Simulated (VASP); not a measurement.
# Be24N in VASP: single point with PBE

Aim: the single point of Be24N with PBE.

Everything below comes from runs of VASP 6.6.1. Logs are shortened: lines on timing, memory, paths and dates and some standing lists are left out, and cuts for length are marked.

## Step 1: The cell of the first run

The cell holds a slab with vacuum, 25 atoms: a = 4.525 Å, b = 7.134 Å, c = 19.869 Å, α = 90.00°, β = 90.00°, γ = 90.00°.

## Step 2: Single point, PBE

The input, INCAR:

```
  PREC = Accurate
  ENCUT = 520
  EDIFF = 1E-6
  ISMEAR = 0
  SIGMA = 0.1
  LREAL = Auto
  LASPH = T
  NELM = 60
  ALGO = Normal
  ISIF = 2
  LWAVE = F
  LCHARG = F
  LDIPOL = T
  IDIPOL = 3
  DIPOL = 0.5 0.5 0.320
  GGA = PE
  NBANDS = 44
```

The input, KPOINTS:

```
regular mesh
0
Gamma
  6 4 1
```

The input, POSCAR:

```
Be24N
1.0
    4.5254381414      0.0000000000      0.0000000000
    0.0000000000      7.1336190818      0.0000000000
    0.0000000000      0.0000000000     19.8685529820
Be N
24 1
Direct
    0.0000000000      0.3750000000      0.2013231665
    0.0000000000      0.8750000000      0.2013231665
    0.5000000000      0.3750000000      0.2013231665
    0.5000000000      0.8750000000      0.2013231665
    0.2500000000      0.1250000000      0.2341987732
    0.2500000000      0.6250000000      0.2341987732
    0.7500000000      0.1250000000      0.2341987732
    0.7500000000      0.6250000000      0.2341987732
    0.2500000000      0.3750000000      0.2999499864
    0.2500000000      0.8750000000      0.2999499864
    0.7500000000      0.3750000000      0.2999499864
    0.7500000000      0.8750000000      0.2999499864
    0.0000000000      0.1250000000      0.3268353587
    0.0000000000      0.6250000000      0.3268353587
    0.5000000000      0.1250000000      0.3268353587
    0.5000000000      0.6250000000      0.3268353587
    0.0000000000      0.3750000000      0.3993099160
    0.0000000000      0.8750000000      0.3993099160
    0.5000000000      0.3750000000      0.3993099160
    0.5000000000      0.8750000000      0.3993099160
    0.2500000000      0.1250000000      0.4211958963
    0.2500000000      0.6250000000      0.4211958963
    0.7500000000      0.1250000000      0.4211958963
    0.7500000000      0.6250000000      0.4211958963
    0.4166666667      0.2500000000      0.4668761767
```

Potentials or basis: VASP PAW PBE potentials, release 64 (Be, N).

Launch:

```bash
> cat potpaw_PBE.64/Be/POTCAR potpaw_PBE.64/N/POTCAR > POTCAR
> mpirun -np 1 vasp_std > vasp.out
```

OUTCAR:

```text
PREC = Accurate
   ENCUT = 520
   EDIFF = 1E-6
   ISMEAR = 0
   LREAL = Auto
   LASPH = T
   NELM = 60
   ISIF = 2
   GGA = PE

 ion  position               nearest neighbor table
   1  0.000  0.375  0.201-   5 2.21   6 2.21   7 2.21   8 2.21   9 2.26  11 2.26   3 2.26   3 2.26

   2  0.000  0.875  0.201-   5 2.21   6 2.21   7 2.21   8 2.21  10 2.26  12 2.26   4 2.26   4 2.26

   3  0.500  0.375  0.201-   5 2.21   6 2.21   7 2.21   8 2.21   9 2.26  11 2.26   1 2.26   1 2.26
[... 39 lines left out ...]
  23  0.750  0.125  0.421-  25 1.97  18 2.16  19 2.16  20 2.16  17 2.16  15 2.19  13 2.19  21 2.26
                            21 2.26
  24  0.750  0.625  0.421-  17 2.16  18 2.16  19 2.16  20 2.16  14 2.19  16 2.19  22 2.26  22 2.26

  25  0.417  0.250  0.467-  21 1.48  19 1.66  23 1.97

  LATTYP: Found a simple orthorhombic cell.
 ALAT       =     4.5254381414
 B/A-ratio  =     1.5763377730
 C/A-ratio  =     4.3904153280

  Lattice vectors:

 A1 = (   4.5254381414,   0.0000000000,   0.0000000000)
 A2 = (   0.0000000000,   7.1336190818,   0.0000000000)
 A3 = (   0.0000000000,   0.0000000000,  19.8685529820)

Analysis of symmetry for initial positions (statically):
=====================================================================
 Subroutine PRICEL returns:
 Original cell was already a primitive cell.

 Routine SETGRP: Setting up the symmetry group for a
 simple orthorhombic supercell.

 Subroutine GETGRP returns: Found  1 space group operations
 (whereof  1 operations were pure point group operations)
 out of a pool of  8 trial point group operations.

The static configuration has the point symmetry C_1 .

Analysis of symmetry for dynamics (positions and initial velocities):
=====================================================================
 Subroutine PRICEL returns:
 Original cell was already a primitive cell.

 Routine SETGRP: Setting up the symmetry group for a
 simple orthorhombic supercell.

 Subroutine GETGRP returns: Found  1 space group operations
 (whereof  1 operations were pure point group operations)
 out of a pool of  8 trial point group operations.

The dynamic configuration has the point symmetry C_1 .

 Subroutine INISYM returns: Found  1 space group operations
 (whereof  1 operations are pure point group operations),
 and found     1 'primitive' translations

[... 142 lines left out ...]
   EMIN   =  10.00;   EMAX   =-10.00  energy-range for DOS
   EFERMI =   0.00;   METHOD = LEGACY
   ISMEAR =     0;   SIGMA  =   0.10  broadening in eV -4-tet -1-fermi 0-gaus
   EFERMI_NEDOS =   21; number of points for ismear=-14 and -15
   IALGO  =     38    algorithm
   IMIX   =      4    mixing-type and parameters
     AMIX     =   0.40;   BMIX     =  1.00
     AMIX_MAG =   1.60;   BMIX_MAG =  1.00
  volume/ion in A,a.u.               =      25.66       173.14
  Fermi-wavevector in a.u.,A,eV,Ry     =   0.713052  1.347473  6.917789  0.508443
  Thomas-Fermi vector in A             =   1.800589
   LORBIT       =      0    0 simple, 1 ext, 2 COOP (PROOUT), +10 PAW based schemes
   GGA     = PE    functional components
   LHFCALC =     F    Hartree Fock is set to
   AEXX    =    0.0000 exact exchange contribution
   IVDW    =     0    specifies the selected vdW correction
   LEPSILON=     F    determine dielectric tensor
   LRPA    =     F    only Hartree local field effects (RPA)
 non-spin polarized calculation
 Gauss-broadening in eV      SIGMA  =   0.10
  energy-cutoff  :      520.00
  volume of cell :      641.41
 maximum number of plane-waves:     17327
 NGX is ok and might be reduce to    36
   NGX = 17   NGY = 27   NGZ = 73

 dipolmoment           0.000000      0.000000     -0.082036 electrons x Angstroem

 number of electron      52.9999999 magnetization

 dipolmoment           0.000000      0.000000      0.209307 electrons x Angstroem

 Free energy of the ion-electron system (eV)
  ---------------------------------------------------
  ext. energy  EPLUGINS =         0.00000000
  ---------------------------------------------------
  free energy    TOTEN  =       -90.38365654 eV

  energy without entropy =      -90.35521602  energy(sigma->0) =      -90.36943628

 E-fermi :  -1.4640     XC(G=0):  -4.1987

 val. band max:       -1.4734567016   @ k =   0.0000   0.0000   0.0000
 cond. band min:      -1.3961975065   @ k =   0.3333   0.5000   0.0000
 fundamental gap:      0.0772591951
 Fermi energy:        -1.4640144139

 k-point     1 :       0.0000    0.0000    0.0000
  band No.  band energies     occupation
      1     -15.6725      2.00000
      2     -11.7575      2.00000
      3      -9.7289      2.00000
      4      -9.6381      2.00000
      5      -9.5202      2.00000
      6      -7.6971      2.00000
[... 563 lines left out ...]
     37       2.9619      0.00000
     38       3.1909      0.00000
 [bands above 38 left out]

------------------------ aborting loop because EDIFF is reached ----------------------------------------

 vacuum level on the upper side and lower side of the slab       (xc-potential included)         0.565        -0.577

  FORCE on cell =-STRESS in cart. coord.  units (eV):
  Direction    XX          YY          ZZ          XY          YZ          ZX
  --------------------------------------------------------------------------------------
  -------------------------------------------------------------------------------------
  Total       -1.1680871     -1.2255707      1.8074647      3.9290442      2.5537759      0.8408888
  in kB       -2.9177563     -3.0613441      4.5148530      9.8143312      6.3790583      2.1004501
  external PRESSURE =      -0.4880825 kB  Pullay stress =       0.0000000 kB

 VOLUME and BASIS-vectors are now :
 -----------------------------------------------------------------------------
  energy-cutoff  :      520.00
  volume of cell :      641.41
      direct lattice vectors                 reciprocal lattice vectors
     4.525438141  0.000000000  0.000000000     0.220973079  0.000000000  0.000000000
     0.000000000  7.133619082  0.000000000     0.000000000  0.140181300  0.000000000
     0.000000000  0.000000000 19.868552982     0.000000000  0.000000000  0.050330792

 POSITION                                       TOTAL-FORCE (eV/Angst)
 -----------------------------------------------------------------------------------
      0.00000      2.67511      4.00000        -0.060103      0.041663      0.478475
      0.00000      6.24192      4.00000         0.023332      0.012922      0.456247
      2.26272      2.67511      4.00000         0.038031      0.020463      0.483055
      2.26272      6.24192      4.00000         0.010863     -0.006935      0.504470
      1.13136      0.89170      4.65319         0.050068      0.007134     -0.748005
      1.13136      4.45851      4.65319         0.052029     -0.074291     -0.687340
[... 17 lines left out ...]
      3.39408      4.45851      8.36855         0.237555      0.325708      0.037135
      1.88560      1.78340      9.27615         1.353669      1.408244      0.032797
 -----------------------------------------------------------------------------------
    total drift:                                0.000090     -0.000087      0.001334

  FREE ENERGIE OF THE ION-ELECTRON SYSTEM (eV)
  ---------------------------------------------------
  free  energy   TOTEN  =       -90.3836565400 eV

  energy  without entropy=      -90.3552160218  energy(sigma->0) =      -90.36943628

 vacuum level on the upper side and lower side of the slab         4.190         3.017
```

OSZICAR:

```text
N       E                     dE             d eps       ncg     rms          rms(c)
DAV:   1     0.240075736067E+03    0.24008E+03   -0.17531E+04  1232   0.881E+02
DAV:   2    -0.676349584037E+02   -0.30771E+03   -0.29282E+03  1680   0.187E+02
DAV:   3    -0.971597455615E+02   -0.29525E+02   -0.28086E+02  1608   0.528E+01
[... 18 lines left out ...]
DAV:  22    -0.903836322393E+02   -0.61098E-04   -0.52014E-06  1360   0.522E-03    0.149E-03
DAV:  23    -0.903836500614E+02   -0.17822E-04   -0.13379E-06  1348   0.260E-03    0.472E-04
DAV:  24    -0.903836539839E+02   -0.39225E-05   -0.18802E-07  1116   0.107E-03    0.298E-04
DAV:  25    -0.903836556989E+02   -0.17150E-05   -0.82768E-08  1192   0.637E-04    0.309E-04
DAV:  26    -0.903836565400E+02   -0.84111E-06   -0.65794E-08  1148   0.581E-04
   1 F= -.90383657E+02 E0= -.90369436E+02  d E =-.284405E-01
```

stdout:

```text
POSCAR found type information on POSCAR BeN
 POSCAR found :  2 types and      25 ions
 scaLAPACK will be used
 LDA part: xc-table for (Slater+PW92), standard interpolation
 POSCAR, INCAR and KPOINTS ok, starting setup
 FFT: planning ... GRIDC
 FFT: planning ... GRID_SOFT
 FFT: planning ... GRID
 WAVECAR not read
 entering main loop
```

It took 29 min on 1 thread of Oxide Virtual Turin-like, shared host; peak memory 0.68 GiB.

Results:

```yaml
Free_energy: -90.3837 eV
Largest_force: 2.149 eV/Å
Band_gap_on_the_k_mesh: zero (an odd number of electrons rules out a gap without spin polarisation)
```

Forces in eV/Å, atoms in the order of the input:
```
Be  -0.060  0.042  0.478
Be   0.023  0.013  0.456
Be   0.038  0.020  0.483
Be   0.011 -0.007  0.504
Be   0.050  0.007 -0.748
Be   0.052 -0.074 -0.687
Be  -0.013  0.103 -0.855
Be  -0.020 -0.172 -0.702
Be   0.010 -0.068 -0.085
Be  -0.042 -0.046  0.167
Be  -0.063 -0.219  0.147
Be   0.005  0.016  0.185
Be  -0.141  0.223  0.334
Be   0.138  0.020  0.039
Be  -0.047 -0.236 -0.616
Be   0.008 -0.040  0.183
Be   0.383  0.127 -0.049
Be  -0.070 -0.141 -0.096
Be   0.439 -0.015  0.501
Be   0.095 -0.518 -0.253
Be  -1.100 -1.798 -0.419
Be  -0.137  0.552  0.152
Be  -1.152  0.479  0.811
Be   0.238  0.326  0.037
N    1.354  1.408  0.033
```

The gap in the log of VASP goes by the Fermi energy; the results here count the filled bands.